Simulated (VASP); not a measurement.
# Ag in VASP: a series of runs

The runs below take Ag through single point, with r2SCAN.

Everything below comes from runs of VASP 6.6.1. Logs are shortened: lines on timing, memory, paths and dates and some standing lists are left out, and cuts for length are marked.

## (1) The cell of the first run

The typed cell holds 4 atoms: a = 2.892 Å, b = 2.892 Å, c = 10.020 Å, α = 90.00°, β = 90.00°, γ = 120.00°.

## (2) Single point, r2SCAN

POSCAR reads:

```
Ag
1.0
    2.8920660600      0.0000000000      0.0000000000
   -1.4460330300      2.5046001500      0.0000000000
    0.0000000000      0.0000000000     10.0203245100
Ag
4
Direct
    0.3333000000      0.6667000000      0.2500000000
    0.6666000000      0.3333000000      0.7500000000
    0.0000000000      0.0000000000      0.0000000000
    0.0000000000      0.0000000000      0.5000000000
```

INCAR.step1 reads:

```
PREC = Accurate ; ENCUT = 520
ISMEAR = 0 ; SIGMA = 0.035
LREAL = F ; LASPH = T
NELM = 100 ; NBANDS = 30
GGA = PE ; ALGO = Normal
EDIFF = 1E-4 ; LWAVE = T
LCHARG = F
```

INCAR.step2 reads:

```
PREC = Accurate ; ENCUT = 520
EDIFF = 1E-6 ; ISMEAR = 0
SIGMA = 0.035 ; LREAL = F
LASPH = T ; NELM = 100
ALGO = Normal ; ISIF = 2
LWAVE = F ; LCHARG = T
METAGGA = R2SCAN ; LMIXTAU = T
LELF = T ; LVHAR = T
NBANDS = 30 ; ISTART = 1
```

KPOINTS reads:

```
regular mesh
0
Gamma
  7 7 2
```

Potentials or basis: VASP PAW PBE potentials, release 64 (Ag).

Started as:

```console
$ cat potpaw_PBE.64/Ag/POTCAR > POTCAR
$ cp INCAR.step1 INCAR
$ mpirun -np 1 vasp_std > vasp.out
$ cp INCAR.step2 INCAR
$ mpirun -np 1 vasp_std > vasp.out
```

OUTCAR:

```text
PREC = Accurate
   ENCUT = 520
   EDIFF = 1E-6
   ISMEAR = 0
   LREAL = F
   LASPH = T
   NELM = 100
   ISIF = 2
   METAGGA = R2SCAN
   ISTART = 1

 ion  position               nearest neighbor table
   1  0.333  0.667  0.250-   3 3.01   4 3.01   3 3.01   4 3.01   3 3.01   4 3.01
   2  0.667  0.333  0.750-   3 3.01   4 3.01   3 3.01   4 3.01   3 3.01   4 3.01
   3  0.000  0.000  0.000-   2 3.01   1 3.01   1 3.01   2 3.01   2 3.01   1 3.01
   4  0.000  0.000  0.500-   2 3.01   1 3.01   1 3.01   2 3.01   2 3.01   1 3.01

  LATTYP: Found a hexagonal cell.
 ALAT       =     2.8920660600
 C/A-ratio  =     3.4647633568

  Lattice vectors:

 A1 = (   2.8920660600,   0.0000000000,   0.0000000000)
 A2 = (  -1.4460330300,   2.5046001500,   0.0000000000)
 A3 = (   0.0000000000,   0.0000000000,  10.0203245100)

Analysis of symmetry for initial positions (statically):
=====================================================================
 Subroutine PRICEL returns:
 Original cell was already a primitive cell.

 Routine SETGRP: Setting up the symmetry group for a
 hexagonal supercell.

 Subroutine GETGRP returns: Found  4 space group operations
 (whereof  2 operations were pure point group operations)
 out of a pool of 24 trial point group operations.

The static configuration has the point symmetry C_2 .
 The point group associated with its full space group is C_2v.

Analysis of symmetry for dynamics (positions and initial velocities):
=====================================================================
 Subroutine PRICEL returns:
 Original cell was already a primitive cell.

 Routine SETGRP: Setting up the symmetry group for a
 hexagonal supercell.

 Subroutine GETGRP returns: Found  4 space group operations
 (whereof  2 operations were pure point group operations)
 out of a pool of 24 trial point group operations.

The dynamic configuration has the point symmetry C_2 .
 The point group associated with its full space group is C_2v.

 Subroutine INISYM returns: Found  4 space group operations
 (whereof  2 operations are pure point group operations),
 and found     1 'primitive' translations

----------------------------------------------------------------------------------------

                                     Primitive cell

  volume of cell :      72.5819

  direct lattice vectors                    reciprocal lattice vectors
     2.892066060  0.000000000  0.000000000     0.345773568  0.199632664  0.000000000
    -1.446033030  2.504600150  0.000000000     0.000000000  0.399265328  0.000000000
     0.000000000  0.000000000 10.020324510     0.000000000  0.000000000  0.099797167

  length of vectors
     2.892066060  2.892063871 10.020324510     0.399265026  0.399265328  0.099797167

  position of ions in fractional coordinates (direct lattice)
     0.333300000  0.666700000  0.250000000
     0.666600000  0.333300000  0.750000000
     0.000000000  0.000000000  0.000000000
     0.000000000  0.000000000  0.500000000

  ion indices of the primitive-cell ions
   primitive index   ion index
                 1           1
                 2           2
                 3           3
                 4           4

----------------------------------------------------------------------------------------

 KPOINTS: regular mesh

Automatic generation of k-mesh.
 Grid dimensions read from file:
 generate k-points for:    7    7    2

 Generating k-lattice:

  Cartesian coordinates                     Fractional coordinates (reciprocal lattice)
     0.049396224  0.028518952  0.000000000     0.142857143  0.000000000  0.000000000
     0.000000000  0.057037904  0.000000000     0.000000000  0.142857143  0.000000000
     0.000000000  0.000000000  0.049898584     0.000000000  0.000000000  0.500000000

  Length of vectors
     0.057037861  0.057037904  0.049898584

  Shift w.r.t. Gamma in fractional coordinates (k-lattice)
     0.000000000  0.000000000  0.000000000

 Subroutine IBZKPT returns following result:
 ===========================================

 Found     32 irreducible k-points:

 Following reciprocal coordinates:
            Coordinates               Weight
  0.000000  0.000000  0.000000      1.000000
  0.142857 -0.000000  0.000000      4.000000
  0.000000  0.142857  0.000000      2.000000
  0.285714 -0.000000  0.000000      4.000000
  0.000000  0.285714  0.000000      2.000000
  0.428571 -0.000000  0.000000      4.000000
[... 16 lines left out ...]
  0.000000  0.428571  0.500000      2.000000
  0.142857  0.142857  0.500000      4.000000
 [... further k-points ...]
   k-points           NKPTS =     32   k-points in BZ     NKDIM =     32   number of bands    NBANDS=     30
   number of dos      NEDOS =    301   number of ions     NIONS =      4
   total plane-waves  NPLWV =  46080
   dimension x,y,z NGX =    24 NGY =   24 NGZ =   80
   dimension x,y,z NGXF=    48 NGYF=   48 NGZF=  160
   ions per type =               4
   NGX,Y,Z   is equivalent  to a cutoff of  13.80, 13.80, 13.27 a.u.
   NGXF,Y,Z  is equivalent  to a cutoff of  27.59, 27.59, 26.55 a.u.
 SYSTEM =  unknown system
   PREC   = accura    normal or accurate (medium, high low for compatibility)
   ISTART =      1    job   : 0-new  1-cont  2-samecut
   ICHARG =      0    charge: 1-file 2-atom 10-const
   ISPIN  =      1    spin polarized calculation?
   LNONCOLLINEAR =      F non collinear calculations
   LSORBIT =      F    spin-orbit coupling
   LASPH  =      T    aspherical Exc in radial PAW
   ENCUT  =  520.0 eV  38.22 Ry    6.18 a.u.   5.38  5.38 18.63*2*pi/ulx,y,z
   NELM   =    100;   NELMIN=  2; NELMDL=  0     # of ELM steps
   EDIFF  = 0.1E-05   stopping-criterion for ELM
   LREAL  =      F    real-space projection
   EDIFFG = 0.1E-04   stopping-criterion for IOM
   NSW    =      0    number of steps for IOM
   IBRION =     -1    ionic relax: 0-MD 1-quasi-New 2-CG
   NFREE  =      0    steps in history (QN), initial steepest desc. (CG)
   ISIF   =      2    stress and relaxation
   ISYM   =      2    0-nonsym 1-usesym 2-fastsym
   POTIM  = 0.5000    time-step for ionic-motion
   TEBEG  =    0.0;   TEEND  =   0.0 temperature during run
   PSTRESS=    0.0 pullay stress
   NELECT =      44.0000    total number of electrons
   NUPDOWN=      -1.0000    fix difference up-down
   EMIN   =  10.00;   EMAX   =-10.00  energy-range for DOS
   EFERMI =   0.00;   METHOD = LEGACY
   ISMEAR =     0;   SIGMA  =   0.04  broadening in eV -4-tet -1-fermi 0-gaus
   EFERMI_NEDOS =   21; number of points for ismear=-14 and -15
   IALGO  =     38    algorithm
   IMIX   =      4    mixing-type and parameters
     AMIX     =   0.40;   BMIX     =  1.00
     AMIX_MAG =   1.60;   BMIX_MAG =  1.00
  volume/ion in A,a.u.               =      18.15       122.45
  Fermi-wavevector in a.u.,A,eV,Ry     =   1.385531  2.618274 26.119053  1.919696
  Thomas-Fermi vector in A             =   2.509932
   LORBIT       =      0    0 simple, 1 ext, 2 COOP (PROOUT), +10 PAW based schemes
   METAGGA = R2SCAN    functional components
   LHFCALC =     F    Hartree Fock is set to
   AEXX    =    0.0000 exact exchange contribution
   IVDW    =     0    specifies the selected vdW correction
   LEPSILON=     F    determine dielectric tensor
   LRPA    =     F    only Hartree local field effects (RPA)
 non-spin polarized calculation
 Gauss-broadening in eV      SIGMA  =   0.04
  energy-cutoff  :      520.00
  volume of cell :       72.58
 maximum number of plane-waves:      1993
 NGX is ok and might be reduce to    24
   NGX = 11   NGY = 11   NGZ = 37

 number of electron      43.9999997 magnetization

 Free energy of the ion-electron system (eV)
  ---------------------------------------------------
  ext. energy  EPLUGINS =         0.00000000
  ---------------------------------------------------
  free energy    TOTEN  =       -85.39391609 eV

  energy without entropy =      -85.39171234  energy(sigma->0) =      -85.39281421

 E-fermi :   7.4190     XC(G=0): -12.5343

 val. band max:        7.4083482057   @ k =  -0.2857   0.1429   0.5000
 cond. band min:       7.7787453733   @ k =   0.4286  -0.0000   0.0000
 fundamental gap:      0.3703971676
 Fermi energy:         7.4189757017

 k-point     1 :       0.0000    0.0000    0.0000
  band No.  band energies     occupation
      1       0.1067      2.00000
      2       1.1926      2.00000
      3       1.2080      2.00000
      4       1.2087      2.00000
      5       2.4530      2.00000
      6       2.6982      2.00000
[... 22 lines left out ...]
     29      24.0063      0.00000
     30      24.9708      0.00000

 k-point     2 :       0.1429   -0.0000    0.0000
  band No.  band energies     occupation
      1       0.6690      2.00000
      2       1.5059      2.00000
      3       1.6583      2.00000
      4       1.6602      2.00000
      5       2.4035      2.00000
      6       2.5068      2.00000
[... 22 lines left out ...]
     29      22.8143      0.00000
     30      22.8399      0.00000

 k-point     3 :       0.0000    0.1429    0.0000
  band No.  band energies     occupation
      1       0.6690      2.00000
      2       1.5059      2.00000
      3       1.6583      2.00000
      4       1.6602      2.00000
      5       2.4036      2.00000
      6       2.5068      2.00000
[... 22 lines left out ...]
     29      22.8143      0.00000
     30      22.8398      0.00000

 k-point     4 :       0.2857   -0.0000    0.0000
  band No.  band energies     occupation
      1       1.5036      2.00000
      2       1.5634      2.00000
      3       1.6934      2.00000
      4       1.8715      2.00000
      5       2.0207      2.00000
      6       2.1429      2.00000
[... 22 lines left out ...]
     29      19.0537      0.00000
     30      19.2404      0.00000

 k-point     5 :       0.0000    0.2857    0.0000
  band No.  band energies     occupation
      1       1.5035      2.00000
      2       1.5634      2.00000
      3       1.6934      2.00000
      4       1.8715      2.00000
      5       2.0207      2.00000
      6       2.1430      2.00000
[... 22 lines left out ...]
     29      19.0537      0.00000
     30      19.2404      0.00000
[... 526 lines left out ...]
     29      19.8107      0.00000
     30      19.8107      0.00000

 k-point    22 :       0.4286   -0.0000    0.5000
  band No.  band energies     occupation
      1       1.3488      2.00000
      2       1.3488      2.00000
      3       1.4823      2.00000
      4       1.4824      2.00000
      5       1.6340      2.00000
      6       1.6341      2.00000
[... 22 lines left out ...]
     29      17.3202      0.00000
     30      17.3202      0.00000

 k-point    23 :       0.0000    0.4286    0.5000
  band No.  band energies     occupation
      1       1.3488      2.00000
      2       1.3488      2.00000
      3       1.4823      2.00000
      4       1.4823      2.00000
      5       1.6340      2.00000
      6       1.6340      2.00000
[... 22 lines left out ...]
     29      17.3204      0.00000
     30      17.3204      0.00000

 k-point    24 :       0.1429    0.1429    0.5000
  band No.  band energies     occupation
      1       1.7288      2.00000
      2       1.7289      2.00000
      3       2.0186      2.00000
      4       2.0186      2.00000
      5       2.1989      2.00000
      6       2.1989      2.00000
[... 22 lines left out ...]
     29      19.5856      0.00000
     30      19.5856      0.00000

 [... further k-points ...]
[... 5 lines left out ...]
  --------------------------------------------------------------------------------------
  -------------------------------------------------------------------------------------
  Total       -0.9299920     -0.9299581     -3.3185770      0.0000000      0.0000000      0.0000000
  in kB      -20.5286971    -20.5279482    -73.2544619      0.0000000      0.0000000      0.0000000
  external PRESSURE =     -38.1037024 kB  Pullay stress =       0.0000000 kB

 VOLUME and BASIS-vectors are now :
 -----------------------------------------------------------------------------
  energy-cutoff  :      520.00
  volume of cell :       72.58
      direct lattice vectors                 reciprocal lattice vectors
     2.892066060  0.000000000  0.000000000     0.345773568  0.199632664  0.000000000
    -1.446033030  2.504600150  0.000000000     0.000000000  0.399265328  0.000000000
     0.000000000  0.000000000 10.020324510     0.000000000  0.000000000  0.099797167

 POSITION                                       TOTAL-FORCE (eV/Angst)
 -----------------------------------------------------------------------------------
     -0.00014      1.66982      2.50508         0.000072     -0.000032     -0.000000
      1.44589      0.83478      7.51524         0.000072      0.000032      0.000000
      0.00000      0.00000      0.00000        -0.000072      0.000000     -0.000000
      0.00000      0.00000      5.01016        -0.000072      0.000000     -0.000000
 -----------------------------------------------------------------------------------
    total drift:                                0.000003      0.000000     -0.000000

  FREE ENERGIE OF THE ION-ELECTRON SYSTEM (eV)
  ---------------------------------------------------
  free  energy   TOTEN  =       -85.3939160867 eV

  energy  without entropy=      -85.3917123407  energy(sigma->0) =      -85.39281421
```

It took 3.4 min on 1 thread of Intel Xeon Platinum 8259CL at 2.50GHz (Skylake/Cascade Lake), shared host; peak memory 0.23 GiB.

Results:

```
Free energy            : -85.3939 eV
Pressure               : -3.8 GPa
Band gap on the k mesh : zero (band 22 reaches 10.25 eV, above the bottom of band 23 at 4.26 eV)
```

Caveat: the PAW data sets were made with another functional, which shifts forces and pressure a little.

## (3) Single point, r2SCAN

POSCAR is that of step 2.

INCAR.step1 reads:

```
SYSTEM = Ag
PREC = Accurate
ENCUT = 520
ISMEAR = 0
SIGMA = 0.035
LREAL = .FALSE.
LASPH = .TRUE.
NELM = 80
NBANDS = 30
GGA = PE
ALGO = Normal
EDIFF = 1E-4
LWAVE = .TRUE.
LCHARG = .FALSE.
```

INCAR.step2 reads:

```
SYSTEM = Ag
PREC = Accurate
ENCUT = 520
EDIFF = 1E-6
ISMEAR = 0
SIGMA = 0.035
LREAL = .FALSE.
LASPH = .TRUE.
NELM = 80
ALGO = Normal
ISIF = 2
LWAVE = .FALSE.
LCHARG = .TRUE.
METAGGA = R2SCAN
LMIXTAU = .TRUE.
LELF = .TRUE.
LVHAR = .TRUE.
NBANDS = 30
ISTART = 1
```

KPOINTS reads:

```
regular mesh
0
G
  7 7 2
  0 0 0
```

Potentials or basis: VASP PAW PBE potentials, release 64 (Ag).

Started as:

```console
$ cat potpaw_PBE.64/Ag/POTCAR > POTCAR
$ cp INCAR.step1 INCAR
$ mpirun -np 1 vasp_std > vasp.out
$ cp INCAR.step2 INCAR
$ mpirun -np 1 vasp_std > vasp.out
```

Run time: 3.8 min. Hardware: 1 thread of Intel Xeon Platinum 8259CL at 2.50GHz (Skylake/Cascade Lake), shared host; peak memory 0.23 GiB.

The run converged. Its results:

```
Free energy            : -85.3939 eV
Pressure               : -3.8 GPa
Band gap on the k mesh : zero (band 22 reaches 10.25 eV, above the bottom of band 23 at 4.26 eV)
```

Stress tensor (GPa, compression positive):
```
-2.05  0.00  0.00
 0.00 -2.05  0.00
 0.00  0.00 -7.33
```

Levels at points of the mesh, in eV from the Fermi level:
| k point | band 20 | band 21 | band 22 | band 23 | band 24 | band 25 |
| --- | --- | --- | --- | --- | --- | --- |
| (0.00, 0.00, 0.00) | -3.47 | -3.47 | -3.16 | -3.16 | -0.37 | 2.76 |
| (0.00, 0.00, 0.50) | -3.28 | -3.27 | -3.27 | -2.42 | -2.42 | 5.58 |

Caveat: the PAW data sets were made with another functional, which shifts forces and pressure a little.
